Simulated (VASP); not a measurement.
# Ag (I4/mmm) in VASP: further runs

Ag is run at these levels: LDA; tasks: single point.

All numbers are computed with VASP 6.6.1; they aren't measurements. Logs are shortened: lines on timing, memory, paths and dates and some standing lists are left out, and cuts for length are marked.

**1. The cell of the first run**

It takes space group I4/mmm (No. 139, tetragonal). Conventional cell: a = 2.564 Å, b = 2.564 Å, c = 4.086 Å, α = 90.00°, β = 90.00°, γ = 90.00°. Ag (site symmetry 4/mmm) has 12 Ag at 2.56 to 2.73 Å within 3.4 Å.

**2. Single point, LDA (strain -0.1125 x Voigt [1, 1, 0, 0, 0, 0])**

INCAR

```
PREC     = Accurate       # precision mode
ENCUT    = 520            # plane-wave cutoff, eV
EDIFF    = 1E-6           # SCF threshold, eV
ISMEAR   = 0              # smearing method
SIGMA    = 0.15           # smearing width, eV
LREAL    = F              # projectors in reciprocal space
LASPH    = T              # aspherical terms in the spheres
NELM     = 60             # most SCF steps
ALGO     = Fast           # electronic algorithm
ISIF     = 2              # what is computed and relaxed
LWAVE    = F              # write WAVECAR
LCHARG   = F              # write CHGCAR
NBANDS   = 12             # bands
```

KPOINTS

```
regular mesh
0
Gamma
  20 20 20
```

POSCAR

```
Ag
1.0
    0.0000000000      1.8132512500      2.0431000000
    1.8132512500      0.0000000000      2.0431000000
    1.8132512500      1.8132512500      0.0000000000
Ag
1
Direct
    0.0000000000      0.0000000000      0.0000000000
```

Potentials or basis: VASP PAW LDA potentials, release 64 (Ag).

Command:

```
$ cat potpaw_LDA.64/Ag/POTCAR > POTCAR
$ mpirun -np 1 vasp_std > vasp.out
```

OUTCAR:

```text
PREC = Accurate
   ENCUT = 520
   EDIFF = 1E-6
   ISMEAR = 0
   LREAL = F
   LASPH = T
   NELM = 60
   ISIF = 2

 ion  position               nearest neighbor table
   1  0.000  0.000  0.000-

  LATTYP: Found a body centered tetragonal cell.
 ALAT       =     2.5643245097
 C/A-ratio  =     1.5934800703

  Lattice vectors:

 A1 = (  -1.8132512500,   0.0000000000,   2.0431000000)
 A2 = (   1.8132512500,   0.0000000000,   2.0431000000)
 A3 = (   0.0000000000,   1.8132512500,  -2.0431000000)

Analysis of symmetry for initial positions (statically):
=====================================================================
 Subroutine PRICEL returns:
 Original cell was already a primitive cell.

 Routine SETGRP: Setting up the symmetry group for a
 body centered tetragonal supercell.

 Subroutine GETGRP returns: Found 16 space group operations
 (whereof 16 operations were pure point group operations)
 out of a pool of 16 trial point group operations.

The static configuration has the point symmetry D_4h.

Analysis of symmetry for dynamics (positions and initial velocities):
=====================================================================
 Subroutine PRICEL returns:
 Original cell was already a primitive cell.

 Routine SETGRP: Setting up the symmetry group for a
 body centered tetragonal supercell.

 Subroutine GETGRP returns: Found 16 space group operations
 (whereof 16 operations were pure point group operations)
 out of a pool of 16 trial point group operations.

The dynamic configuration has the point symmetry D_4h.

 Subroutine INISYM returns: Found 16 space group operations
 (whereof 16 operations are pure point group operations),
 and found     1 'primitive' translations

----------------------------------------------------------------------------------------

                                     Primitive cell

  volume of cell :      13.4349

  direct lattice vectors                    reciprocal lattice vectors
     0.000000000  1.813251250  2.043100000    -0.275747776  0.275747776  0.244726151
     1.813251250  0.000000000  2.043100000     0.275747776 -0.275747776  0.244726151
     1.813251250  1.813251250  0.000000000     0.275747776  0.275747776 -0.244726151

  length of vectors
     2.731691364  2.731691364  2.564324510     0.460396092  0.460396092  0.460396092

  position of ions in fractional coordinates (direct lattice)
     0.000000000  0.000000000  0.000000000

  ion indices of the primitive-cell ions
   primitive index   ion index
                 1           1

----------------------------------------------------------------------------------------

 KPOINTS: regular mesh

Automatic generation of k-mesh.
 Grid dimensions read from file:
 generate k-points for:   20   20   20

 Generating k-lattice:

  Cartesian coordinates                     Fractional coordinates (reciprocal lattice)
    -0.013787389  0.013787389  0.012236308     0.050000000  0.000000000  0.000000000
     0.013787389 -0.013787389  0.012236308     0.000000000  0.050000000  0.000000000
     0.013787389  0.013787389 -0.012236308    -0.000000000 -0.000000000  0.050000000

  Length of vectors
     0.023019805  0.023019805  0.023019805

  Shift w.r.t. Gamma in fractional coordinates (k-lattice)
     0.000000000  0.000000000  0.000000000

 Subroutine IBZKPT returns following result:
 ===========================================

 Found    641 irreducible k-points:

 Following reciprocal coordinates:
            Coordinates               Weight
  0.000000  0.000000  0.000000      1.000000
  0.050000  0.000000  0.000000      8.000000
  0.100000  0.000000  0.000000      8.000000
  0.150000  0.000000  0.000000      8.000000
  0.200000  0.000000  0.000000      8.000000
  0.250000  0.000000  0.000000      8.000000
[... 16 lines left out ...]
 -0.400000  0.050000  0.000000      8.000000
 -0.350000  0.050000  0.000000      8.000000
 [... further k-points ...]
   k-points           NKPTS =    641   k-points in BZ     NKDIM =    641   number of bands    NBANDS=     12
   number of dos      NEDOS =    301   number of ions     NIONS =      1
   total plane-waves  NPLWV =   8000
   dimension x,y,z NGX =    20 NGY =   20 NGZ =   20
   dimension x,y,z NGXF=    40 NGYF=   40 NGZF=   40
   ions per type =               1
   NGX,Y,Z   is equivalent  to a cutoff of  12.17, 12.17, 12.97 a.u.
   NGXF,Y,Z  is equivalent  to a cutoff of  24.34, 24.34, 25.93 a.u.
 SYSTEM =  unknown system
   PREC   = accura    normal or accurate (medium, high low for compatibility)
   ISTART =      0    job   : 0-new  1-cont  2-samecut
   ICHARG =      2    charge: 1-file 2-atom 10-const
   ISPIN  =      1    spin polarized calculation?
   LNONCOLLINEAR =      F non collinear calculations
   LSORBIT =      F    spin-orbit coupling
   LASPH  =      T    aspherical Exc in radial PAW
   ENCUT  =  520.0 eV  38.22 Ry    6.18 a.u.   5.08  5.08  4.77*2*pi/ulx,y,z
   NELM   =     60;   NELMIN=  2; NELMDL= -5     # of ELM steps
   EDIFF  = 0.1E-05   stopping-criterion for ELM
   LREAL  =      F    real-space projection
   EDIFFG = 0.1E-04   stopping-criterion for IOM
   NSW    =      0    number of steps for IOM
   IBRION =     -1    ionic relax: 0-MD 1-quasi-New 2-CG
   NFREE  =      0    steps in history (QN), initial steepest desc. (CG)
   ISIF   =      2    stress and relaxation
   ISYM   =      2    0-nonsym 1-usesym 2-fastsym
   POTIM  = 0.5000    time-step for ionic-motion
   TEBEG  =    0.0;   TEEND  =   0.0 temperature during run
   PSTRESS=    0.0 pullay stress
   NELECT =      11.0000    total number of electrons
   NUPDOWN=      -1.0000    fix difference up-down
   EMIN   =  10.00;   EMAX   =-10.00  energy-range for DOS
   EFERMI =   0.00;   METHOD = LEGACY
   ISMEAR =     0;   SIGMA  =   0.15  broadening in eV -4-tet -1-fermi 0-gaus
   EFERMI_NEDOS =   21; number of points for ismear=-14 and -15
   IALGO  =     68    algorithm
   IMIX   =      4    mixing-type and parameters
     AMIX     =   0.40;   BMIX     =  1.00
     AMIX_MAG =   1.60;   BMIX_MAG =  1.00
  volume/ion in A,a.u.               =      13.43        90.66
  Fermi-wavevector in a.u.,A,eV,Ry     =   1.531536  2.894183 31.913858  2.345602
  Thomas-Fermi vector in A             =   2.638867
   LORBIT       =      0    0 simple, 1 ext, 2 COOP (PROOUT), +10 PAW based schemes
   GGA     = CA    functional components
   LHFCALC =     F    Hartree Fock is set to
   AEXX    =    0.0000 exact exchange contribution
   IVDW    =     0    specifies the selected vdW correction
   LEPSILON=     F    determine dielectric tensor
   LRPA    =     F    only Hartree local field effects (RPA)
 non-spin polarized calculation
 RMM-DIIS sequential band-by-band and
 Gauss-broadening in eV      SIGMA  =   0.15
  energy-cutoff  :      520.00
  volume of cell :       13.43
 maximum number of plane-waves:       378
   NGX = 11   NGY = 11   NGZ =  9

 number of electron      10.9999996 magnetization

 Free energy of the ion-electron system (eV)
  ---------------------------------------------------
  ext. energy  EPLUGINS =         0.00000000
  ---------------------------------------------------
  free energy    TOTEN  =        -3.47323783 eV

  energy without entropy =       -3.47114126  energy(sigma->0) =       -3.47218955

 E-fermi :  12.1267     XC(G=0): -14.0376

 val. band max:       12.1241421018   @ k =   0.5000   0.1000   0.2500
 cond. band min:      12.1357787580   @ k =  -0.1000   0.3500   0.3000
 fundamental gap:      0.0116366563
 Fermi energy:        12.1267319807

 k-point     1 :       0.0000    0.0000    0.0000
  band No.  band energies     occupation
      1       2.2392      2.00000
      2       5.4246      2.00000
      3       6.6131      2.00000
      4       6.6131      2.00000
      5       7.0662      2.00000
      6       8.3389      2.00000
      7      28.5151      0.00000
      8      31.4035      0.00000
      9      34.1885      0.00000
     10      34.1885      0.00000
     11      38.9365      0.00000
     12      41.4308      0.00000

 k-point     2 :       0.0500    0.0000    0.0000
  band No.  band energies     occupation
      1       2.3358      2.00000
      2       5.4505      2.00000
      3       6.5854      2.00000
      4       6.6433      2.00000
      5       7.0678      2.00000
      6       8.3111      2.00000
      7      28.5998      0.00000
      8      31.3439      0.00000
      9      33.6316      0.00000
     10      34.2904      0.00000
     11      39.3868      0.00000
     12      40.6944      0.00000

 k-point     3 :       0.1000    0.0000    0.0000
  band No.  band energies     occupation
      1       2.6160      2.00000
      2       5.5201      2.00000
      3       6.5021      2.00000
      4       6.7280      2.00000
      5       7.0964      2.00000
      6       8.2362      2.00000
      7      28.7770      0.00000
      8      30.8072      0.00000
      9      32.9886      0.00000
     10      34.5765      0.00000
     11      38.4206      0.00000
     12      41.0155      0.00000
[... 286 lines left out ...]
 k-point    23 :      -0.4000    0.0500    0.0000
  band No.  band energies     occupation
      1       3.9441      2.00000
      2       5.6658      2.00000
      3       6.7232      2.00000
      4       8.5101      2.00000
      5       8.5715      2.00000
      6      10.4512      2.00000
      7      18.6139      0.00000
      8      26.9933      0.00000
      9      31.5923      0.00000
     10      34.3638      0.00000
     11      36.9056      0.00000
     12      39.9773      0.00000

 k-point    24 :      -0.3500    0.0500    0.0000
  band No.  band energies     occupation
      1       4.0294      2.00000
      2       5.7427      2.00000
      3       6.8041      2.00000
      4       7.9628      2.00000
      5       8.3672      2.00000
      6       9.5366      2.00000
      7      20.3421      0.00000
      8      27.4128      0.00000
      9      32.1175      0.00000
     10      35.2148      0.00000
     11      36.5290      0.00000
     12      39.6886      0.00000

 [... further k-points ...]

------------------------ aborting loop because EDIFF is reached ----------------------------------------

  FORCE on cell =-STRESS in cart. coord.  units (eV):
  Direction    XX          YY          ZZ          XY          YZ          ZX
  --------------------------------------------------------------------------------------
  -------------------------------------------------------------------------------------
  Total        3.8567703      3.8567703      2.6628934      0.0000000      0.0000000     -0.0000000
  in kB      459.9374373    459.9374373    317.5621753      0.0000000      0.0000000     -0.0000000
  external PRESSURE =     412.4790166 kB  Pullay stress =       0.0000000 kB

 VOLUME and BASIS-vectors are now :
 -----------------------------------------------------------------------------
  energy-cutoff  :      520.00
  volume of cell :       13.43
      direct lattice vectors                 reciprocal lattice vectors
     0.000000000  1.813251250  2.043100000    -0.275747776  0.275747776  0.244726151
     1.813251250  0.000000000  2.043100000     0.275747776 -0.275747776  0.244726151
     1.813251250  1.813251250  0.000000000     0.275747776  0.275747776 -0.244726151

 POSITION                                       TOTAL-FORCE (eV/Angst)
 -----------------------------------------------------------------------------------
      0.00000      0.00000      0.00000         0.000000     -0.000000     -0.000000
 -----------------------------------------------------------------------------------
    total drift:                                0.000000      0.000000      0.000000

  FREE ENERGIE OF THE ION-ELECTRON SYSTEM (eV)
  ---------------------------------------------------
  free  energy   TOTEN  =        -3.4732378334 eV

  energy  without entropy=       -3.4711412620  energy(sigma->0) =       -3.47218955
```

Wall time 74 s (1 thread of Intel Xeon Platinum 8488C (Sapphire Rapids), shared host); peak memory 0.2 GiB.

What came out:

| Property | Result |
| --- | --- |
| Free energy | -3.4732 eV |
| Pressure | 41.2 GPa |

Stress tensor (GPa, compression positive):
```
45.99  0.00  0.00
 0.00 45.99  0.00
 0.00  0.00 31.76
```

Levels at points of the mesh, in eV from the Fermi level:
```csv
k point,band 4,band 5,band 6,band 7,band 8,band 9
"(0.00, 0.00, 0.00)",-5.51,-5.06,-3.79,16.39,19.28,22.06
"(0.50, 0.00, 0.00)",-3.36,-2.96,-1.22,5.10,14.81,19.51
"(0.50, 0.50, 0.00)",-2.91,-2.91,-0.31,6.54,13.30,13.30
"(0.50, 0.00, 0.50)",-3.30,-2.34,2.08,9.90,10.71,11.31
```

Caveat: the cell differs from its parent crystal (strain -0.1125 x Voigt [1, 1, 0, 0, 0, 0]).

**3. Single point, LDA (strain +0.1125 x Voigt [1, 1, 0, 0, 0, 0])**

INCAR

```
SYSTEM = Ag
ALGO = Fast
EDIFF = 1E-6
ENCUT = 520
ISIF = 2
ISMEAR = 0
LASPH = .True.
LCHARG = .True.
LELF = .True.
LREAL = .False.
LVHAR = .True.
LWAVE = .False.
NBANDS = 12
NELM = 80
PREC = Accurate
SIGMA = 0.15
```

KPOINTS

```
k-points
0
Gamma
  20 20 20
  0 0 0
```

POSCAR

```
Ag
1.0
    0.0000000000      2.2729487500      2.0431000000
    2.2729487500      0.0000000000      2.0431000000
    2.2729487500      2.2729487500      0.0000000000
Ag
1
Direct
    0.0000000000      0.0000000000      0.0000000000
```

Potentials or basis: VASP PAW LDA potentials, release 64 (Ag).

Command:

```
$ cat potpaw_LDA.64/Ag/POTCAR > POTCAR
$ mpirun -np 1 vasp_std > vasp.out
```

It took 71 s on 1 thread of Intel Xeon Platinum 8488C (Sapphire Rapids), shared host; peak memory 0.26 GiB.

It converged, with:

```
Free energy : -3.4067 eV
Pressure    : -17.1 GPa
```

Stress tensor (GPa, compression positive):
```
-17.38   0.00   0.00
  0.00 -17.38   0.00
  0.00   0.00 -16.45
```

Levels at points of the mesh, in eV from the Fermi level:
```
           k point  band 4  band 5  band 6  band 7  band 8  band 9
(0.00, 0.00, 0.00)   -3.81   -3.65   -3.21   15.58   17.53   17.53
(0.50, 0.00, 0.00)   -2.96   -2.74    0.13    2.56   14.02   14.44
(0.50, 0.50, 0.00)   -2.69   -2.69    2.84    6.77    8.41    8.41
(0.50, 0.00, 0.50)   -2.88   -2.59    1.26    4.46   10.11   10.22
```

Caveat: the cell differs from its parent crystal (strain +0.1125 x Voigt [1, 1, 0, 0, 0, 0]).

**4. Single point, LDA (strain +0.1312 x Voigt [1, 1, 0, 0, 0, 0])**

INCAR

```
  PREC = Accurate
  ENCUT = 520
  EDIFF = 1E-6
  ISMEAR = 0
  SIGMA = 0.15
  LREAL = False
  LASPH = True
  NELM = 80
  ALGO = Fast
  ISIF = 2
  LWAVE = False
  LCHARG = False
  NBANDS = 12
```

KPOINTS

```
Automatic mesh
0
Gamma
  20 20 20
```

POSCAR

```
Ag
1.0
    0.0000000000      2.3111547200      2.0431000000
    2.3111547200      0.0000000000      2.0431000000
    2.3111547200      2.3111547200      0.0000000000
Ag
1
Direct
    0.0000000000      0.0000000000      0.0000000000
```

Command:

```
$ cat potpaw_LDA.64/Ag/POTCAR > POTCAR
$ mpirun -np 1 vasp_std > vasp.out
```

Wall time 86 s (1 thread of Intel Xeon Platinum 8488C (Sapphire Rapids), shared host); peak memory 0.26 GiB.

It converged, with:

* Free energy: -3.3285 eV
* Pressure: -17.4 GPa

Stress tensor (GPa, compression positive):
```
-17.63   0.00   0.00
  0.00 -17.63   0.00
  0.00   0.00 -16.85
```

Levels at points of the mesh, in eV from the Fermi level:
```tsv
k point	band 4	band 5	band 6	band 7	band 8	band 9
(0.00, 0.00, 0.00)	-3.70	-3.64	-3.16	15.51	17.25	17.25
(0.50, 0.00, 0.00)	-2.97	-2.72	0.21	2.43	13.74	13.96
(0.50, 0.50, 0.00)	-2.69	-2.69	3.02	6.76	8.10	8.10
(0.50, 0.00, 0.50)	-2.90	-2.59	1.23	4.16	10.03	10.19
```

Caveat: the cell differs from its parent crystal (strain +0.1312 x Voigt [1, 1, 0, 0, 0, 0]).

**5. Summary**

```csv
cell,gap on the mesh (eV),pressure (GPa)
"a = 2.732, b = 2.732, c = 2.564 Å, angles 62.0, 62.0, 56.0°, 1 atom",none,41.2
"a = 3.056, b = 3.056, c = 3.214 Å, angles 58.3, 58.3, 63.5°, 1 atom",none,-17.1
"a = 3.085, b = 3.085, c = 3.268 Å, angles 58.0, 58.0, 64.0°, 1 atom",none,-17.4
```

Alike in all rows: task single point; level LDA; potentials or basis VASP PAW LDA potentials, release 64 (Ag); no spin polarisation; k mesh 20 × 20 × 20; cutoff (eV) 520; smearing gaussian 0.15 eV.

Absolute energies hang on the potentials; compare differences alone.
